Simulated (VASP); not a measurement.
# LiSc12 (a cell with a defect) in VASP: further runs, part 2 of 2

VASP 6.6.1.

### 3 Single point, PBE

Input file INCAR:

```
  PREC = Accurate
  ENCUT = 520
  EDIFF = 1E-6
  ISMEAR = -1
  SIGMA = 0.05
  LREAL = F
  LASPH = T
  NELM = 80
  ALGO = Normal
  ISIF = 2
  LWAVE = F
  LCHARG = T
  GGA = PE
  LELF = T
  LVHAR = T
  NBANDS = 80
```

Input file KPOINTS:

```
Automatic mesh
0
Gamma
  3 2 3
```

Input file POSCAR:

```
LiSc12
1.0
    6.6200000000      0.0000000000      0.0000000000
   -4.9650000000      8.5996320000      0.0000000000
    0.0000000000      0.0000000000      5.2761400000
Sc Li
12 1
Direct
   -0.0691194798     -0.1281915319     -0.1360653811
    0.1616732274      0.2009620877      0.5723691941
    0.0238220268      0.3700507184      0.0625078182
    0.1459111571      0.5111846646      0.6239220339
   -0.0182034166      0.6661215271      0.1132835747
    0.2618956887      0.9410170110      0.4559772864
    0.6626550854      0.0365713324     -0.1851732517
    0.6927642072      0.2541387818      0.4691497951
    0.4654337500      0.3408401662      0.0359543151
    0.6373247594      0.5709546641      0.5739802204
    0.4651077363      0.6631446555      0.0083394300
    0.7928061550      0.9233185792      0.3534781109
    0.3485412954      0.0002907101      0.0069368895
```

Potentials or basis: VASP PAW PBE potentials, release 64 (Sc_sv, Li_sv).

Command:

```sh
cat potpaw_PBE.64/Sc_sv/POTCAR potpaw_PBE.64/Li_sv/POTCAR > POTCAR
mpirun -np 1 vasp_std > vasp.out
```

OUTCAR:

```text
PREC = Accurate
   ENCUT = 520
   EDIFF = 1E-6
   ISMEAR = -1
   LREAL = F
   LASPH = T
   NELM = 80
   ISIF = 2
   GGA = PE

 ion  position               nearest neighbor table
   1  0.931  0.872  0.864-  13 2.51   5 2.59  11 2.83  12 2.87   6 2.90   7 2.97  12 2.97  10 3.04
                             2 3.22
   2  0.162  0.201  0.572-  12 2.86   9 3.03   6 3.03   7 3.13   4 3.15   1 3.22   8 3.33   9 3.35

   3  0.024  0.370  0.063-   4 2.62   8 2.87  11 2.93   9 3.08   5 3.10   4 3.20   7 3.24
[... 1065 lines left out ...]
 VOLUME and BASIS-vectors are now :
 -----------------------------------------------------------------------------
  energy-cutoff  :      520.00
  volume of cell :      300.37
      direct lattice vectors                 reciprocal lattice vectors
     6.620000000  0.000000000  0.000000000     0.151057402  0.087213034  0.000000000
    -4.965000000  8.599632000  0.000000000     0.000000000  0.116284046  0.000000000
     0.000000000  0.000000000  5.276140000     0.000000000  0.000000000  0.189532499

 POSITION                                       TOTAL-FORCE (eV/Angst)
 -----------------------------------------------------------------------------------
      1.83390      7.49723      4.55824        -0.119951      1.041510     -0.855923
      0.07250      1.72820      3.01990        -0.154670      0.970348     -0.096701
     -1.67960      3.18230      0.32980        -0.366006     -1.258058      0.812999
     -1.57210      4.39600      3.29190        -1.003793      1.117955     -1.945825
      3.19220      5.72840      0.59770         0.482686     -1.209545      0.213221
     -2.93840      8.09240      2.40580         0.573816     -1.102788      0.385431
      4.20520      0.31450      4.29914         1.727829     -0.217456      0.683972
      3.32430      2.18550      2.47530        -0.584085      0.257284      0.187494
      1.38890      2.93110      0.18970         0.980947     -0.179780      0.194434
      1.38430      4.91000      3.02840         0.963811     -0.615539     -1.012546
     -0.21350      5.70280      0.04400        -0.480854      0.744265      1.391886
      0.66410      7.94020      1.86500        -1.071841     -0.367206     -0.452257
      2.30590      0.00250      0.03660        -0.947888      0.819011      0.493814
 -----------------------------------------------------------------------------------
    total drift:                                0.000261     -0.000816      0.000493

  FREE ENERGIE OF THE ION-ELECTRON SYSTEM (eV)
  ---------------------------------------------------
  free  energy   TOTEN  =       -71.3094949829 eV

  energy  without entropy=      -71.1417221204  energy(sigma->0) =      -71.22560855
```

It took 8.2 min on 1 thread of AMD EPYC 7R43 (Zen 3), shared host; peak memory 0.42 GiB.

Results:

```
Free energy            : -71.3095 eV
Largest force          : 2.458 eV/Å
Band gap on the k mesh : zero (an odd number of electrons rules out a gap without spin polarisation)
```

Forces on the atoms (eV/Å):
```
Sc  -0.120  1.042 -0.856
Sc  -0.155  0.970 -0.097
Sc  -0.366 -1.258  0.813
Sc  -1.004  1.118 -1.946
Sc   0.483 -1.210  0.213
Sc   0.574 -1.103  0.385
Sc   1.728 -0.217  0.684
Sc  -0.584  0.257  0.187
Sc   0.981 -0.180  0.194
Sc   0.964 -0.616 -1.013
Sc  -0.481  0.744  1.392
Sc  -1.072 -0.367 -0.452
Li  -0.948  0.819  0.494
```

Levels at points of the mesh, in eV from the Fermi level:
| k point | band 63 | band 64 | band 65 | band 66 | band 67 | band 68 | band 69 | band 70 | band 71 | band 72 |
| --- | --- | --- | --- | --- | --- | --- | --- | --- | --- | --- |
| (0.00, 0.00, 0.00) | -0.56 | -0.50 | -0.36 | -0.22 | -0.17 | 0.05 | 0.11 | 0.23 | 0.26 | 0.45 |
| (0.00, 0.50, 0.00) | -0.61 | -0.57 | -0.37 | -0.26 | -0.13 | 0.08 | 0.09 | 0.23 | 0.31 | 0.45 |

Caveat: the k points lie up to 0.40 Å⁻¹ apart, too coarse for converged energies and pressures of a metal; the atoms stand as in a frame of molecular dynamics.

### 4 Single point, PBE

Input file INCAR:

```
SYSTEM = LiSc12
PREC = Accurate
ENCUT = 520
EDIFF = 1E-6
ISMEAR = -1
SIGMA = 0.05
LREAL = .False.
LASPH = .True.
NELM = 60
ALGO = Normal
ISIF = 2
LWAVE = .False.
LCHARG = .True.
GGA = PE
LELF = .True.
LVHAR = .True.
NBANDS = 80
```

Input file KPOINTS:

```
Automatic mesh
0
Gamma
  3 2 3
  0 0 0
```

Input file POSCAR:

```
LiSc12
1.0
    6.6200000000      0.0000000000      0.0000000000
   -4.9650000000      8.5996320000      0.0000000000
    0.0000000000      0.0000000000      5.2761400000
Sc Li
12 1
Direct
   -0.0381588962     -0.1309590922     -0.1959197444
    0.1999550478      0.2278353306      0.5300655403
    0.0755131085      0.3665854539      0.1097582703
    0.1156577260      0.5643613587      0.6123795047
    0.0055816169      0.6669587722      0.0733490772
    0.2996550020      0.9162368808      0.4361711403
    0.6613965088      0.0216404609     -0.1751659357
    0.6858066776      0.2538248148      0.4692635146
    0.5463865605      0.3774580122     -0.0086426820
    0.6534202101      0.5683266447      0.5191484684
    0.4621338290      0.6645168072      0.0415455238
    0.7627029266      0.9550641237      0.3387514357
    0.3579563149      0.0768521258     -0.0330734211
```

Command:

```sh
cat potpaw_PBE.64/Sc_sv/POTCAR potpaw_PBE.64/Li_sv/POTCAR > POTCAR
mpirun -np 1 vasp_std > vasp.out
```

Run time: 12 min. Hardware: 1 thread of Intel Xeon Platinum 8375C at 2.90GHz (Ice Lake), shared host; peak memory 0.46 GiB.

It converged, with:

| Item | Value |
| --- | --- |
| Free energy | -73.0328 eV |
| Largest force | 1.638 eV/Å |
| Band gap on the k mesh | zero (an odd number of electrons rules out a gap without spin polarisation) |

Forces on the atoms (eV/Å):
```
Sc  -1.180  0.503 -0.063
Sc   0.068  0.069  0.700
Sc  -0.967 -0.656 -1.148
Sc   0.849 -0.146 -0.697
Sc   0.158 -0.358  0.724
Sc  -0.640 -0.257 -0.542
Sc   0.791 -0.076  1.035
Sc  -0.125 -0.099  0.298
Sc   0.471  0.148  0.098
Sc  -0.545 -0.005 -0.219
Sc   0.597  0.870 -0.081
Sc   1.019 -0.213 -0.875
Li  -0.497  0.221  0.771
```

Levels at points of the mesh, in eV from the Fermi level:
| k point | band 65 | band 66 | band 67 | band 68 | band 69 | band 70 | band 71 | band 72 |
| --- | --- | --- | --- | --- | --- | --- | --- | --- |
| (0.00, 0.00, 0.00) | -0.33 | -0.32 | -0.14 | -0.02 | 0.14 | 0.21 | 0.35 | 0.46 |
| (0.00, 0.50, 0.00) | -0.39 | -0.29 | -0.16 | -0.06 | 0.14 | 0.25 | 0.33 | 0.42 |

Caveat: the k points lie up to 0.40 Å⁻¹ apart, too coarse for converged energies and pressures of a metal; the atoms stand as in a frame of molecular dynamics.

### 5 Single point, PBE

Input file INCAR:

```
PREC = Accurate
ENCUT = 520
EDIFF = 1E-7
ISMEAR = -1
SIGMA = 0.05
LREAL = False
LASPH = True
NELM = 80
ALGO = Normal
ISIF = 2
LWAVE = False
LCHARG = False
GGA = PE
NBANDS = 80
```

Input file KPOINTS:

```
Automatic mesh
0
Gamma
  3 2 3
```

Input file POSCAR:

```
LiSc12
1.0
    6.6200000000      0.0000000000      0.0000000000
   -4.9650000000      8.5996320000      0.0000000000
    0.0000000000      0.0000000000      5.2761400000
Sc Li
12 1
Direct
    0.0401478358     -0.1042137617     -0.1806434249
    0.1859638495      0.2470454550      0.5713646719
    0.0673472268      0.3455264132      0.0371862763
    0.0943993829      0.5435697714      0.5609782909
    0.0541231872      0.6468067471     -0.0054016762
    0.2911857824      0.8762235407      0.3495737414
    0.6559775921      0.0058956011     -0.1589798603
    0.6687052654      0.2381729823      0.4725613801
    0.6515051716      0.3839001483     -0.0514391203
    0.6196484852      0.5810016057      0.5385945028
    0.5266797729      0.6618771594      0.0692362219
    0.8121966983      0.9484475615      0.3242521995
    0.2422214478      0.1398199365      0.1976444901
```

Command:

```sh
cat potpaw_PBE.64/Sc_sv/POTCAR potpaw_PBE.64/Li_sv/POTCAR > POTCAR
mpirun -np 1 vasp_std > vasp.out
```

Wall time 11 min (1 thread of Intel Xeon Platinum 8375C at 2.90GHz (Ice Lake), shared host); peak memory 0.47 GiB.

It converged, with:

- Free energy: -72.3123 eV
- Largest force: 1.721 eV/Å
- Band gap on the k mesh: zero (an odd number of electrons rules out a gap without spin polarisation)

Forces on the atoms (eV/Å):
```
Sc  -0.376  0.840 -0.466
Sc  -0.202  0.312  1.099
Sc   0.238 -0.127  0.614
Sc   0.813 -0.097 -1.227
Sc  -0.248  0.496  1.131
Sc   0.327  0.519  0.439
Sc  -0.711 -0.360  0.276
Sc   0.326 -0.372 -0.484
Sc  -1.159 -0.915  0.565
Sc   0.883 -0.030  0.232
Sc  -0.487 -0.101 -1.292
Sc  -0.205 -0.073  0.637
Li   0.799 -0.091 -1.522
```

Levels at points of the mesh, in eV from the Fermi level:
```csv
k point,band 65,band 66,band 67,band 68,band 69,band 70
"(0.00, 0.00, 0.00)",-0.30,-0.15,-0.04,0.01,0.17,0.28
"(0.00, 0.50, 0.00)",-0.19,-0.08,-0.06,0.00,0.14,0.30
```

Caveat: the k points lie up to 0.40 Å⁻¹ apart, too coarse for converged energies and pressures of a metal; the atoms stand as in a frame of molecular dynamics.

### 6 Summary

| cell | gap on the mesh (eV) | largest force (eV/Å) |
| --- | --- | --- |
| as given, atomic positions A | none | 0.07 |
| as given, atomic positions B | none | 2.46 |
| as given, atomic positions C | none | 1.64 |
| as given, atomic positions D | none | 1.72 |

Alike in all rows: task single point; level PBE; potentials or basis VASP PAW PBE potentials, release 64 (Sc_sv, Li_sv); no spin polarisation; k mesh 3 × 2 × 3; cutoff (eV) 520; smearing fermi-dirac 0.05 eV.

Caveats: all runs use coarse meshes; the atoms stand as in a frame of molecular dynamics (at least some runs).

Absolute energies hang on the potentials; compare differences alone.
